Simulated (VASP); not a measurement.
# La3N2 (P4/mbm) in VASP: notebook

La3N2 is run at these levels: PBE; tasks: single point.

Everything below comes from runs of VASP 6.6.1. Logs are shortened: lines on timing, memory, paths and dates and some standing lists are left out, and cuts for length are marked.

### Step 1. The cell of the first run

Symmetry: P4/mbm, No. 127, tetragonal system. The conventional cell has a = 7.520 Å, b = 7.520 Å, c = 3.826 Å, α = 90.00°, β = 90.00°, γ = 90.00°. La (site symmetry 4/m) has 4 N at 2.72 Å and 8 La at 3.39 Å within 3.6 Å. Within 3.2 Å of La (site symmetry m2m) lie 2 N at 2.39 Å. Within 3.2 Å of N (site symmetry m2m) lie 4 La at 2.39 to 2.72 Å.

### Step 2. Single point, PBE

The input, INCAR:

```
  ALGO = Normal
  EDIFF = 1E-6
  ENCUT = 520
  GGA = PE
  ISIF = 2
  ISMEAR = 0
  LASPH = T
  LCHARG = F
  LREAL = F
  LWAVE = F
  NBANDS = 54
  NELM = 80
  PREC = Accurate
  SIGMA = 0.1
```

The input, KPOINTS:

```
k-points
0
Gamma
  2 2 4
```

The input, POSCAR:

```
La3N2
1.0
    7.5198200039      0.0000000000      0.0000000000
    0.0000000000      7.5198200039      0.0000000000
    0.0000000000      0.0000000000      3.8257511026
La N
6 4
Direct
    0.0000000000      0.0000000000      0.0000000000
    0.5000000000      0.5000000000      0.0000000000
    0.1695125893      0.6695125893      0.5000000000
    0.3304874107      0.1695125893      0.5000000000
    0.8304874107      0.3304874107      0.5000000000
    0.6695125893      0.8304874107      0.5000000000
    0.6955504956      0.1955504956      0.0000000000
    0.8044495044      0.6955504956      0.0000000000
    0.3044495044      0.8044495044      0.0000000000
    0.1955504956      0.3044495044      0.0000000000
```

Potentials or basis: VASP PAW PBE potentials, release 64 (La, N).

Command:

```console
> cat potpaw_PBE.64/La/POTCAR potpaw_PBE.64/N/POTCAR > POTCAR
> mpirun -np 1 vasp_std > vasp.out
```

OUTCAR:

```text
EDIFF = 1E-6
   ENCUT = 520
   GGA = PE
   ISIF = 2
   ISMEAR = 0
   LASPH = T
   LREAL = F
   NELM = 80
   PREC = Accurate

 ion  position               nearest neighbor table
   1  0.000  0.000  0.000-   7 2.72   8 2.72   9 2.72  10 2.72   3 3.39   4 3.39   5 3.39   6 3.39
                             3 3.39   4 3.39   5 3.39   6 3.39
   2  0.500  0.500  0.000-   7 2.72   8 2.72   9 2.72  10 2.72   3 3.39   4 3.39   5 3.39   6 3.39
                             3 3.39   4 3.39   5 3.39   6 3.39
   3  0.170  0.670  0.500-   9 2.39   9 2.39   1 3.39   1 3.39   2 3.39   2 3.39   5 3.61
   4  0.330  0.170  0.500-  10 2.39  10 2.39   1 3.39   1 3.39   2 3.39   2 3.39   6 3.61
   5  0.830  0.330  0.500-   7 2.39   7 2.39   1 3.39   1 3.39   2 3.39   2 3.39   3 3.61
   6  0.670  0.830  0.500-   8 2.39   8 2.39   1 3.39   1 3.39   2 3.39   2 3.39   4 3.61
   7  0.696  0.196  0.000-   5 2.39   5 2.39   1 2.72   2 2.72
   8  0.804  0.696  0.000-   6 2.39   6 2.39   1 2.72   2 2.72
   9  0.304  0.804  0.000-   3 2.39   3 2.39   1 2.72   2 2.72
  10  0.196  0.304  0.000-   4 2.39   4 2.39   1 2.72   2 2.72

  LATTYP: Found a simple tetragonal cell.
 ALAT       =     7.5198200039
 C/A-ratio  =     0.5087556751

  Lattice vectors:

 A1 = (   7.5198200039,   0.0000000000,   0.0000000000)
 A2 = (   0.0000000000,   7.5198200039,   0.0000000000)
 A3 = (   0.0000000000,   0.0000000000,   3.8257511026)

Analysis of symmetry for initial positions (statically):
=====================================================================
 Subroutine PRICEL returns:
 Original cell was already a primitive cell.

 Routine SETGRP: Setting up the symmetry group for a
 simple tetragonal supercell.

 Subroutine GETGRP returns: Found 16 space group operations
 (whereof  8 operations were pure point group operations)
 out of a pool of 16 trial point group operations.

The static configuration has the point symmetry C_4h.
 The point group associated with its full space group is D_4h.

Analysis of symmetry for dynamics (positions and initial velocities):
=====================================================================
 Subroutine PRICEL returns:
 Original cell was already a primitive cell.

 Routine SETGRP: Setting up the symmetry group for a
 simple tetragonal supercell.

 Subroutine GETGRP returns: Found 16 space group operations
 (whereof  8 operations were pure point group operations)
 out of a pool of 16 trial point group operations.
[... 109 lines left out ...]
   ISYM   =      2    0-nonsym 1-usesym 2-fastsym
   POTIM  = 0.5000    time-step for ionic-motion
   TEBEG  =    0.0;   TEEND  =   0.0 temperature during run
   PSTRESS=    0.0 pullay stress
   NELECT =      86.0000    total number of electrons
   NUPDOWN=      -1.0000    fix difference up-down
   EMIN   =  10.00;   EMAX   =-10.00  energy-range for DOS
   EFERMI =   0.00;   METHOD = LEGACY
   ISMEAR =     0;   SIGMA  =   0.10  broadening in eV -4-tet -1-fermi 0-gaus
   EFERMI_NEDOS =   21; number of points for ismear=-14 and -15
   IALGO  =     38    algorithm
   IMIX   =      4    mixing-type and parameters
     AMIX     =   0.40;   BMIX     =  1.00
     AMIX_MAG =   1.60;   BMIX_MAG =  1.00
  volume/ion in A,a.u.               =      21.63       145.99
  Fermi-wavevector in a.u.,A,eV,Ry     =   1.203734  2.274727 19.714502  1.448975
  Thomas-Fermi vector in A             =   2.339479
   LORBIT       =      0    0 simple, 1 ext, 2 COOP (PROOUT), +10 PAW based schemes
   GGA     = PE    functional components
   LHFCALC =     F    Hartree Fock is set to
   AEXX    =    0.0000 exact exchange contribution
   IVDW    =     0    specifies the selected vdW correction
   LEPSILON=     F    determine dielectric tensor
   LRPA    =     F    only Hartree local field effects (RPA)
 non-spin polarized calculation
 Gauss-broadening in eV      SIGMA  =   0.10
  energy-cutoff  :      520.00
  volume of cell :      216.34
 maximum number of plane-waves:      5888
 NGX is ok and might be reduce to    56
   NGX = 27   NGY = 27   NGZ = 15

 number of electron      85.9999996 magnetization

 Free energy of the ion-electron system (eV)
  ---------------------------------------------------
  ext. energy  EPLUGINS =         0.00000000
  ---------------------------------------------------
  free energy    TOTEN  =       -69.23723341 eV

  energy without entropy =      -69.21727324  energy(sigma->0) =      -69.22725333

 E-fermi :   9.1368     XC(G=0): -10.3822

 val. band max:        9.0150288474   @ k =   0.5000   0.0000   0.5000
 cond. band min:       9.1791245679   @ k =   0.0000   0.0000   0.2500
 fundamental gap:      0.1640957205
 Fermi energy:         9.1368079061

 k-point     1 :       0.0000    0.0000    0.0000
  band No.  band energies     occupation
      1     -23.6978      2.00000
      2     -23.4661      2.00000
      3     -23.4552      2.00000
      4     -23.4552      2.00000
      5     -23.1727      2.00000
      6     -23.0065      2.00000
[... 502 lines left out ...]
     53      10.9584      0.00000
     54      10.9614      0.00000

------------------------ aborting loop because EDIFF is reached ----------------------------------------

  FORCE on cell =-STRESS in cart. coord.  units (eV):
  Direction    XX          YY          ZZ          XY          YZ          ZX
  --------------------------------------------------------------------------------------
  -------------------------------------------------------------------------------------
  Total       -0.3508445     -0.3508445     -0.2644796      0.0000000      0.0000000      0.0000000
  in kB       -2.5983257     -2.5983257     -1.9587143      0.0000000      0.0000000      0.0000000
  external PRESSURE =      -2.3851219 kB  Pullay stress =       0.0000000 kB

 VOLUME and BASIS-vectors are now :
 -----------------------------------------------------------------------------
  energy-cutoff  :      520.00
  volume of cell :      216.34
      direct lattice vectors                 reciprocal lattice vectors
     7.519820004  0.000000000  0.000000000     0.132981906  0.000000000  0.000000000
     0.000000000  7.519820004  0.000000000     0.000000000  0.132981906  0.000000000
     0.000000000  0.000000000  3.825751103     0.000000000  0.000000000  0.261386581

 POSITION                                       TOTAL-FORCE (eV/Angst)
 -----------------------------------------------------------------------------------
      0.00000      0.00000      0.00000        -0.000000      0.000000      0.000000
      3.75991      3.75991      0.00000        -0.000000      0.000000      0.000000
      1.27470      5.03461      1.91288        -0.002209     -0.002209     -0.000000
      2.48521      1.27470      1.91288         0.002209     -0.002209     -0.000000
      6.24512      2.48521      1.91288         0.002209      0.002209      0.000000
      5.03461      6.24512      1.91288        -0.002209      0.002209      0.000000
      5.23041      1.47050      0.00000         0.001690      0.001690      0.000000
      6.04932      5.23041      0.00000        -0.001690      0.001690      0.000000
      2.28941      6.04932      0.00000        -0.001690     -0.001690      0.000000
      1.47050      2.28941      0.00000         0.001690     -0.001690     -0.000000
 -----------------------------------------------------------------------------------
    total drift:                               -0.000000      0.000000     -0.000000

  FREE ENERGIE OF THE ION-ELECTRON SYSTEM (eV)
  ---------------------------------------------------
  free  energy   TOTEN  =       -69.2372334088 eV

  energy  without entropy=      -69.2172732446  energy(sigma->0) =      -69.22725333
```

OSZICAR:

```text
N       E                     dE             d eps       ncg     rms          rms(c)
DAV:   1     0.121839678931E+04    0.12184E+04   -0.28895E+04   972   0.234E+03
DAV:   2     0.380130069336E+03   -0.83827E+03   -0.80787E+03  1340   0.459E+02
DAV:   3     0.253532149188E+02   -0.35478E+03   -0.34701E+03  1620   0.300E+02
DAV:   4    -0.658572843724E+02   -0.91210E+02   -0.87650E+02  1808   0.167E+02
DAV:   5    -0.775037646664E+02   -0.11646E+02   -0.11427E+02  1904   0.706E+01    0.181E+01
DAV:   6    -0.697662222558E+02    0.77375E+01   -0.10053E+02  1784   0.443E+01    0.103E+01
DAV:   7    -0.692380478790E+02    0.52817E+00   -0.16453E+01  1896   0.282E+01    0.489E+00
DAV:   8    -0.692382786751E+02   -0.23080E-03   -0.19847E+00  1904   0.902E+00    0.170E+00
DAV:   9    -0.692310383612E+02    0.72403E-02   -0.46800E-01  1944   0.466E+00    0.687E-01
DAV:  10    -0.692365090781E+02   -0.54707E-02   -0.92144E-02  1928   0.213E+00    0.259E-01
DAV:  11    -0.692366848427E+02   -0.17576E-03   -0.16273E-02  1928   0.900E-01    0.129E-01
DAV:  12    -0.692371164192E+02   -0.43158E-03   -0.33415E-03  1936   0.445E-01    0.459E-02
DAV:  13    -0.692372130443E+02   -0.96625E-04   -0.87805E-04  1944   0.205E-01    0.243E-02
DAV:  14    -0.692372248600E+02   -0.11816E-04   -0.23015E-04  1920   0.106E-01    0.101E-02
DAV:  15    -0.692372318376E+02   -0.69776E-05   -0.54724E-05  1696   0.528E-02    0.361E-03
DAV:  16    -0.692372327929E+02   -0.95533E-06   -0.14597E-05  1152   0.263E-02    0.225E-03
DAV:  17    -0.692372334088E+02   -0.61592E-06   -0.48568E-06  1080   0.175E-02
   1 F= -.69237233E+02 E0= -.69227253E+02  d E =-.199602E-01
```

stdout:

```text
POSCAR found type information on POSCAR LaN
 POSCAR found :  2 types and      10 ions
 scaLAPACK will be used
 LDA part: xc-table for (Slater+PW92), standard interpolation
 POSCAR, INCAR and KPOINTS ok, starting setup
 FFT: planning ... GRIDC
 FFT: planning ... GRID_SOFT
 FFT: planning ... GRID
 WAVECAR not read
 entering main loop
```

Wall time 6 min (1 thread of Intel Xeon Platinum 8124M at 3.00GHz (Skylake/Cascade Lake), shared host); peak memory 0.32 GiB.

Results:

```yaml
Free_energy: -69.2372 eV
Pressure: -0.2 GPa
Largest_force: 0.003 eV/Å
Band_gap_on_the_k_mesh: zero (band 43 reaches 9.82 eV, above the bottom of band 44 at 8.94 eV)
```

Forces in eV/Å, atoms in the order of the input:
```
La   0.000  0.000  0.000
La   0.000  0.000  0.000
La  -0.002 -0.002  0.000
La   0.002 -0.002  0.000
La   0.002  0.002  0.000
La  -0.002  0.002  0.000
N    0.002  0.002  0.000
N   -0.002  0.002  0.000
N   -0.002 -0.002  0.000
N    0.002 -0.002  0.000
```

Caveat: the k points lie up to 0.42 Å⁻¹ apart; spin-orbit coupling is left out, which moves the levels of the heavy elements.

### Step 3. Single point, PBE

This run uses another cell than the first one, of 25.83 Å³/atom, 1.194 times its volume.

The input, INCAR:

```
SYSTEM = La3N2
PREC = Accurate
ENCUT = 520
EDIFF = 1E-6
ISMEAR = 0
SIGMA = 0.1
LREAL = .False.
LASPH = .True.
NELM = 80
ALGO = Normal
ISIF = 2
LWAVE = .False.
LCHARG = .False.
GGA = PE
NBANDS = 54
```

The input, KPOINTS:

```
regular mesh
0
Gamma
  2 2 4
  0 0 0
```

The input, POSCAR:

```
La3N2
1.0
    8.1064015200      0.0000000000      0.0000000000
    0.0000000000      8.1064015200      0.0000000000
    0.0000000000      0.0000000000      3.9299802900
La N
6 4
Direct
    0.0000000000      0.0000000000      0.0000000000
    0.5000000000      0.5000000000      0.0000000000
    0.1622599900      0.6622599900      0.5000000000
    0.3377400100      0.1622599900      0.5000000000
    0.8377400100      0.3377400100      0.5000000000
    0.6622599900      0.8377400100      0.5000000000
    0.6339899900      0.1339899900      0.0000000000
    0.8660100100      0.6339899900      0.0000000000
    0.3660100100      0.8660100100      0.0000000000
    0.1339899900      0.3660100100      0.0000000000
```

Potentials or basis: VASP PAW PBE potentials, release 64 (La, N).

Command:

```console
> cat potpaw_PBE.64/La/POTCAR potpaw_PBE.64/N/POTCAR > POTCAR
> mpirun -np 1 vasp_std > vasp.out
```

It took 6.1 min on 1 thread of Intel Xeon Platinum 8124M at 3.00GHz (Skylake/Cascade Lake), shared host; peak memory 0.36 GiB.

The run converged. Its results:

```
Free energy            : -63.5745 eV
Pressure               : -14.3 GPa
Largest force          : 1.401 eV/Å
Band gap on the k mesh : zero (band 43 reaches 7.41 eV, above the bottom of band 44 at 6.99 eV)
```

Forces on the atoms (eV/Å):
```
La   0.000  0.000  0.000
La   0.000  0.000  0.000
La  -0.261 -0.261  0.000
La   0.261 -0.261  0.000
La   0.261  0.261  0.000
La  -0.261  0.261  0.000
N    0.991  0.991  0.000
N   -0.991  0.991  0.000
N   -0.991 -0.991  0.000
N    0.991 -0.991  0.000
```

Stress tensor (GPa, compression positive):
```
-16.04   0.00   0.00
  0.00 -16.04   0.00
  0.00   0.00 -10.69
```

Levels at points of the mesh, in eV from the Fermi level:
| k point | band 41 | band 42 | band 43 | band 44 | band 45 | band 46 |
| --- | --- | --- | --- | --- | --- | --- |
| (0.00, 0.00, 0.00) | -1.07 | -0.91 | -0.46 | -0.16 | 0.51 | 0.51 |
| (0.50, 0.00, 0.00) | -1.03 | -1.03 | 0.22 | 0.22 | 0.43 | 0.43 |
| (0.50, 0.50, 0.00) | -1.19 | -1.19 | 0.01 | 0.01 | 0.61 | 0.61 |
| (0.00, 0.00, 0.50) | -0.92 | -0.92 | -0.18 | 0.22 | 0.22 | 0.68 |
| (0.50, 0.00, 0.50) | -0.80 | -0.80 | -0.20 | -0.20 | 0.37 | 0.37 |
| (0.50, 0.50, 0.50) | -0.30 | -0.30 | -0.15 | -0.15 | 0.00 | 0.00 |

Caveat: the k points lie up to 0.40 Å⁻¹ apart; spin-orbit coupling is left out, which moves the levels of the heavy elements; forces of over 1 eV/Å act on the atoms, so gaps and moduli don't describe the material at rest.

### Step 4. Single point, PBE

This run uses another cell than the first one, of 21.18 Å³/atom, 0.979 times its volume.

The input, INCAR:

```
SYSTEM = La3N2
PREC     = Accurate       ! precision mode
ENCUT    = 520            ! plane-wave cutoff, eV
EDIFF    = 1E-6           ! SCF threshold, eV
ISMEAR   = 0              ! smearing method
SIGMA    = 0.1            ! smearing width, eV
LREAL    = .FALSE.        ! projectors in reciprocal space
LASPH    = .TRUE.         ! aspherical terms in the spheres
NELM     = 60             ! most SCF steps
ALGO     = Normal         ! electronic algorithm
ISIF     = 2              ! what is computed and relaxed
LWAVE    = .FALSE.        ! write WAVECAR
LCHARG   = .FALSE.        ! write CHGCAR
GGA      = PE             ! functional
NBANDS   = 54             ! bands
```

The input, KPOINTS:

```
regular mesh
0
G
  6 6 10
  0 0 0
```

The input, POSCAR:

```
La3N2
1.0
    7.4933223800      0.0000000000      0.0000000000
    0.0000000000      7.4933223800      0.0000000000
    0.0000000000      0.0000000000      3.7726034481
La N
6 4
Direct
    0.0000000000      0.0000000000      0.0000000000
    0.5000000000      0.5000000000      0.0000000000
    0.1663496410      0.6663496410      0.5000000000
    0.3336503590      0.1663496410      0.5000000000
    0.8336503590      0.3336503590      0.5000000000
    0.6663496410      0.8336503590      0.5000000000
    0.6925726922      0.1925726922      0.0000000000
    0.8074273078      0.6925726922      0.0000000000
    0.3074273078      0.8074273078      0.0000000000
    0.1925726922      0.3074273078      0.0000000000
```

Command:

```console
> cat potpaw_PBE.64/La/POTCAR potpaw_PBE.64/N/POTCAR > POTCAR
> mpirun -np 1 vasp_std > vasp.out
```

Wall time 12 min (1 thread of Intel Xeon Platinum 8488C (Sapphire Rapids), shared host); peak memory 0.64 GiB.

Results (log left out):

* Free energy: -69.2838 eV
* Pressure: -0.1 GPa
* Largest force: 0.003 eV/Å
* Band gap on the k mesh: zero (band 43 reaches 10.02 eV, above the bottom of band 44 at 9.13 eV)

Forces in eV/Å, atoms in the order of the input:
```
La   0.000  0.000  0.000
La   0.000  0.000  0.000
La   0.000  0.000  0.000
La   0.000  0.000  0.000
La   0.000  0.000  0.000
La   0.000  0.000  0.000
N   -0.002 -0.002  0.000
N    0.002 -0.002  0.000
N    0.002  0.002  0.000
N   -0.002  0.002  0.000
```

Levels at points of the mesh, in eV from the Fermi level:
| k point | band 39 | band 40 | band 41 | band 42 | band 43 | band 44 | band 45 | band 46 | band 47 | band 48 |
| --- | --- | --- | --- | --- | --- | --- | --- | --- | --- | --- |
| (0.00, 0.00, 0.00) | -2.20 | -1.98 | -1.67 | -0.96 | 0.05 | 0.48 | 0.93 | 0.93 | 1.04 | 1.04 |
| (0.50, 0.00, 0.00) | -2.38 | -2.38 | -1.53 | -1.53 | 0.54 | 0.54 | 0.67 | 0.67 | 1.06 | 1.06 |
| (0.50, 0.50, 0.00) | -2.02 | -2.02 | -1.71 | -1.71 | 0.01 | 0.01 | 0.59 | 0.59 | 0.91 | 0.91 |
| (0.00, 0.00, 0.50) | -2.06 | -2.03 | -1.35 | -1.35 | -0.81 | 0.51 | 0.51 | 0.58 | 0.78 | 1.20 |
| (0.50, 0.00, 0.50) | -2.03 | -2.03 | -0.98 | -0.98 | -0.20 | -0.20 | 0.47 | 0.47 | 1.41 | 1.41 |
| (0.50, 0.50, 0.50) | -2.18 | -2.18 | -0.30 | -0.30 | -0.04 | -0.04 | 0.85 | 0.85 | 0.86 | 0.86 |

Caveat: spin-orbit coupling is left out, which moves the levels of the heavy elements.

### Step 5. The runs side by side

```tsv
cell	k mesh	gap on the mesh (eV)	pressure (GPa)
a = 7.520, b = 7.520, c = 3.826 Å, 10 atoms	2 × 2 × 4	none	-0.2
a = 8.106, b = 8.106, c = 3.930 Å, 10 atoms	2 × 2 × 4	none	-14.3
a = 7.493, b = 7.493, c = 3.773 Å, 10 atoms	6 × 6 × 10	none	-0.1
```

Alike in all rows: task single point; level PBE; potentials or basis VASP PAW PBE potentials, release 64 (La, N); no spin polarisation; cutoff (eV) 520; smearing gaussian 0.1 eV.

Caveats: some runs use coarse meshes; spin-orbit coupling is left out, which moves the levels of the heavy elements; forces of over 1 eV/Å act on the atoms, so gaps and moduli don't describe the material at rest (some runs).

Total energies depend on the potentials used, so only differences within one code and one set of settings carry meaning.
